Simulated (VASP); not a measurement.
# Zn3InN3 (Pm-3m) in VASP: notebook, part 2 of 2

VASP 6.6.1. The steps go on from the part before.

### 5 Relaxation of cell and atoms, PBE, collinear spin, ferromagnetic start

File INCAR:

```
SYSTEM = Zn3InN3
PREC = Accurate ; ENCUT = 600
EDIFF = 1E-6 ; ISMEAR = 0
SIGMA = 0.1 ; LREAL = .False.
LASPH = .True. ; NELM = 150
ALGO = Normal ; ISIF = 3
LWAVE = .False. ; LCHARG = .False.
ISPIN = 2 ; MAGMOM = 0 0 0 0 1 1 1
LORBIT = 11 ; GGA = PE
IBRION = 2 ; NSW = 90
EDIFFG = -0.04
```

File KPOINTS:

```
Automatic mesh
0
Gamma
  4 4 4
  0 0 0
```

File POSCAR:

```
Zn3InN3
1.0
    4.6690763600      0.0000000000      0.0000000000
    0.0000000000      4.6690763600      0.0000000000
    0.0000000000      0.0000000000      4.6690763600
Zn In N
3 1 3
Direct
    0.5000000000      0.5000000000      0.0000000000
    0.0000000000      0.5000000000      0.5000000000
    0.5000000000      0.0000000000      0.5000000000
    0.5000000000      0.5000000000      0.5000000000
    0.5000000000      0.0000000000      0.0000000000
    0.0000000000      0.5000000000      0.0000000000
    0.0000000000      0.0000000000      0.5000000000
```

Potentials or basis: VASP PAW PBE potentials, release 64 (Zn, In_d, N).

Run with:

```console
> cat potpaw_PBE.64/Zn/POTCAR potpaw_PBE.64/In_d/POTCAR potpaw_PBE.64/N/POTCAR > POTCAR
> mpirun -np 1 vasp_std > vasp.out
```

OUTCAR:

```text
SYSTEM = Zn3InN3
   PREC = Accurate
   ENCUT = 600
   EDIFF = 1E-6
   ISMEAR = 0
   LREAL = .False.
   LASPH = .True.
   NELM = 150
   ISIF = 3
   ISPIN = 2
   LORBIT = 11
   GGA = PE
   IBRION = 2
   NSW = 90
   EDIFFG = -0.04

 ion  position               nearest neighbor table
   1  0.500  0.500  0.000-   4 2.33   5 2.33   6 2.33   4 2.33   5 2.33   6 2.33
   2  0.000  0.500  0.500-   4 2.33   6 2.33   7 2.33   6 2.33   7 2.33   4 2.33
   3  0.500  0.000  0.500-   4 2.33   5 2.33   7 2.33   5 2.33   4 2.33   7 2.33
   4  0.500  0.500  0.500-   1 2.33   2 2.33   3 2.33   1 2.33   3 2.33   2 2.33
   5  0.500  0.000  0.000-   1 2.33   3 2.33   3 2.33   1 2.33
   6  0.000  0.500  0.000-   1 2.33   2 2.33   2 2.33   1 2.33
   7  0.000  0.000  0.500-   2 2.33   3 2.33   2 2.33   3 2.33

  LATTYP: Found a simple cubic cell.
 ALAT       =     4.6690763600

  Lattice vectors:

 A1 = (   4.6690763600,   0.0000000000,   0.0000000000)
 A2 = (   0.0000000000,   4.6690763600,   0.0000000000)
 A3 = (   0.0000000000,   0.0000000000,   4.6690763600)

Analysis of symmetry for initial positions (statically):
=====================================================================
 Subroutine PRICEL returns:
 Original cell was already a primitive cell.

 Routine SETGRP: Setting up the symmetry group for a
 simple cubic supercell.

 Subroutine GETGRP returns: Found 48 space group operations
 (whereof 48 operations were pure point group operations)
 out of a pool of 48 trial point group operations.

The static configuration has the point symmetry O_h .

Analysis of symmetry for dynamics (positions and initial velocities):
=====================================================================
 Subroutine PRICEL returns:
[... 257 lines left out ...]

  energy without entropy =      -18.45154540  energy(sigma->0) =      -18.45543928

 E-fermi :   2.0476     XC(G=0): -10.1132

 val. band max:        2.0111219368   @ k =   0.5000   0.5000   0.0000
 cond. band min:       2.0692427897   @ k =   0.5000   0.5000   0.0000
 fundamental gap:      0.0581208528
 Fermi energy:         2.0475515174

 spin component 1

 k-point     1 :       0.0000    0.0000    0.0000
  band No.  band energies     occupation
      1     -13.3685      1.00000
      2     -13.3685      1.00000
      3     -13.0108      1.00000
      4     -13.0108      1.00000
      5     -13.0108      1.00000
      6     -11.5518      1.00000
[... 419 lines left out ...]
     39       6.8208      0.00000
     40      10.2973      0.00000
 Fermi energy:         2.0475515174

 spin component 2

 k-point     1 :       0.0000    0.0000    0.0000
  band No.  band energies     occupation
      1     -13.3780      1.00000
      2     -13.3780      1.00000
      3     -13.0224      1.00000
      4     -13.0224      1.00000
      5     -13.0224      1.00000
      6     -10.4433      1.00000
[... 453 lines left out ...]
  FREE ENERGIE OF THE ION-ELECTRON SYSTEM (eV)
  ---------------------------------------------------
  free  energy   TOTEN  =       -18.4593331532 eV

  energy  without entropy=      -18.4515453992  energy(sigma->0) =      -18.45543928

 reached required accuracy - stopping structural energy minimisation

 total charge

# of ion       s       p       d       tot
------------------------------------------
    1        0.560   0.370   9.771  10.700
    2        0.560   0.370   9.771  10.700
    3        0.560   0.370   9.771  10.700
    4        1.066   0.851   9.875  11.792
    5        1.331   2.040   0.000   3.371
    6        1.331   2.040   0.000   3.371
    7        1.331   2.040   0.000   3.371
--------------------------------------------------
tot          6.737   8.082  39.187  54.006

 magnetization (x)

# of ion       s       p       d       tot
------------------------------------------
    1       -0.018  -0.020   0.009  -0.029
    2       -0.018  -0.020   0.009  -0.029
    3       -0.018  -0.020   0.009  -0.029
    4        0.009  -0.045  -0.007  -0.042
    5        0.015   0.656   0.000   0.671
    6        0.015   0.656   0.000   0.671
    7        0.015   0.656   0.000   0.671
--------------------------------------------------
tot         -0.001   1.865   0.019   1.883
```

OSZICAR:

```text
N       E                     dE             d eps       ncg     rms          rms(c)
DAV:   1     0.629574767028E+03    0.62957E+03   -0.33641E+04  1600   0.249E+03
DAV:   2     0.696394102409E+02   -0.55994E+03   -0.53724E+03  1616   0.558E+02
DAV:   3    -0.162984115332E+02   -0.85938E+02   -0.81358E+02  1904   0.193E+02
DAV:   4    -0.213234544727E+02   -0.50250E+01   -0.49397E+01  1792   0.465E+01
[... 31 lines left out ...]
DAV:   4    -0.184597882590E+02    0.41202E-02   -0.39419E-03  2440   0.621E-01    0.213E-01
DAV:   5    -0.184594156920E+02    0.37257E-03   -0.10875E-03  1832   0.286E-01    0.104E-01
DAV:   6    -0.184593254207E+02    0.90271E-04   -0.18713E-04  2304   0.185E-01    0.298E-02
DAV:   7    -0.184593329593E+02   -0.75387E-05   -0.84521E-05  1808   0.742E-02    0.187E-02
DAV:   8    -0.184593331532E+02   -0.19390E-06   -0.38789E-06  1640   0.156E-02
   3 F= -.18459333E+02 E0= -.18455439E+02  d E =-.332170E+00  mag=     2.7386
```

CONTCAR:

```text
Zn3InN3
   1.00000000000000
     4.8465510004400647    0.0000000000000000    0.0000000000000000
    -0.0000000000000000    4.8465510004400647    0.0000000000000000
    -0.0000000000000000   -0.0000000000000000    4.8465510004400647
  Zn              In              N
     3     1     3
Direct
     0.5000000000000000    0.5000000000000000    0.0000000000000000
     0.0000000000000000    0.5000000000000000    0.5000000000000000
     0.5000000000000000    0.0000000000000000    0.5000000000000000
     0.5000000000000000    0.5000000000000000    0.5000000000000000
     0.5000000000000000    0.0000000000000000    0.0000000000000000
     0.0000000000000000    0.5000000000000000    0.0000000000000000
     0.0000000000000000    0.0000000000000000    0.5000000000000000

  0.00000000E+00  0.00000000E+00  0.00000000E+00
  0.00000000E+00  0.00000000E+00  0.00000000E+00
  0.00000000E+00  0.00000000E+00  0.00000000E+00
  0.00000000E+00  0.00000000E+00  0.00000000E+00
  0.00000000E+00  0.00000000E+00  0.00000000E+00
  0.00000000E+00  0.00000000E+00  0.00000000E+00
  0.00000000E+00  0.00000000E+00  0.00000000E+00
```

Wall time 2.3 min (1 thread of Intel Xeon 6975P-C (Granite Rapids), shared host); peak memory 0.33 GiB.

What came out:

* Free energy: -18.4593 eV
* Relaxed volume: 16.26 Å³/atom
* Relaxed cell: a = 4.847 Å, b = 4.847 Å, c = 4.847 Å, α = 90.00°, β = 90.00°, γ = 90.00°
* Space group after relaxing (to 0.1 Å): Pm-3m (No. 221)
* Energy gained by relaxing: 47.5 meV/atom
* Ionic steps: 3
* Pressure after relaxing: 0.0 GPa
* Net moment: 2.74 μB per cell
* Site moments: Zn -0.03; In -0.04; N +0.67 μB
* Valence electrons inside the program's atomic spheres: Zn 10.70; In 11.79; N 3.37

The path:
| step | energy change (eV) | largest force (eV/Å) | pressure (GPa) | volume (Å³) |
| --- | --- | --- | --- | --- |
| 1 | 0.0000 | 0.0000 | 9.93 | 101.79 |
| 2 | -0.3271 | 0.0000 | -0.93 | 115.65 |
| 3 | -0.3322 | 0.0000 | 0.02 | 113.84 |

Final structure:
```
Zn In N
1.0
     4.84655    0.00000    0.00000
     0.00000    4.84655    0.00000
     0.00000    0.00000    4.84655
Zn In N
3 1 3
Direct
  0.50000 0.50000 0.00000
  0.00000 0.50000 0.50000
  0.50000 0.00000 0.50000
  0.50000 0.50000 0.50000
  0.50000 0.00000 0.00000
  0.00000 0.50000 0.00000
  0.00000 0.00000 0.50000
```

Levels at points of the mesh, in eV from the Fermi level:
Spin up:
```
           k point  band 31  band 32  band 33  band 34  band 35  band 36
(0.00, 0.00, 0.00)    -0.93    -0.93    -0.93     1.04     1.04     1.59
(0.50, 0.00, 0.00)    -1.37    -0.88    -0.88    -0.29     0.99     0.99
(0.50, 0.50, 0.00)    -1.29    -0.75    -0.24     0.07     1.39     1.39
(0.50, 0.50, 0.50)    -0.15    -0.15    -0.15     2.46     2.46     2.46
```
Spin down:
```tsv
k point	band 26	band 27	band 28	band 29	band 30	band 31	band 32	band 33	band 34	band 35
(0.00, 0.00, 0.00)	-3.24	-3.24	-1.16	-1.16	-1.16	1.06	1.06	1.39	1.39	1.39
(0.50, 0.00, 0.00)	-2.38	-2.14	-2.04	-1.64	-1.64	0.27	0.83	1.18	1.18	1.40
(0.50, 0.50, 0.00)	-3.56	-1.47	-1.47	-1.38	-0.04	0.02	0.47	1.14	1.94	1.94
(0.50, 0.50, 0.50)	-4.77	-4.77	-0.48	0.57	0.57	0.57	2.07	2.07	2.96	2.96
```

Caveat: spin-orbit coupling is left out, which moves the levels of the heavy elements.

### 6 The runs side by side

```tsv
task	spin	cell	cutoff (eV)	gap on the mesh (eV)	pressure (GPa)	moment (μB)
single point	off	a = 4.669 Å, 7 atoms	520	none	8.4	-
single point	collinear, ferromagnetic start	a = 4.669 Å, 7 atoms	520	none	10.0	2.79
single point	collinear, ferromagnetic start	a = 4.834 Å, 7 atoms	520	none	0.6	2.74
relaxation of cell and atoms	collinear, ferromagnetic start	relaxed from a = 4.669 Å, 7 atoms	600	none	0.0	2.74
```

Alike in all rows: level PBE; potentials or basis VASP PAW PBE potentials, release 64 (Zn, In_d, N); k mesh 4 × 4 × 4; smearing gaussian 0.1 eV.

Caveats: spin-orbit coupling is left out, which moves the levels of the heavy elements; the cell stands under pressure (at least some runs).

Absolute energies hang on the potentials; compare differences alone.

The gap in the log of VASP goes by the Fermi energy; the results here count the filled bands.